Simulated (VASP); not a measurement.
LiF (Griceite):

```
CELL_PARAMETERS angstrom
0.00000 2.06888 1.95001
2.06888 0.00000 1.95001
2.06888 2.06888 0.00000
ATOMIC_POSITIONS crystal
Li 0.00000 0.00000 0.00000
F 0.50000 0.50000 0.50000
```

This cell differs from its parent crystal: epitaxial xy strain +3.7%.

Base run:

```yaml
Program: VASP 6.6.1
Functional: r2SCAN
Potentials_or_basis: VASP PAW PBE potentials, release 64 (Li_sv, F)
Cutoff: 520 eV
k_mesh: 10 × 10 × 10
Occupations: gaussian, width 0.01 eV
Spin: no spin polarisation
```

Its results: band gap on the k mesh 9.99 eV, direct.

**Question.** The run is repeated on the same cell with these changes: functional from r2SCAN to PBE; k mesh from 10 × 10 × 10 to 6 × 6 × 6. What comes out?

**Answer.** Band gap on the k mesh 8.84 eV, direct.

Several settings changed at once, so the effect can't be laid on one alone.

Caveats: some runs use coarse meshes.

A k mesh can miss the band edges.
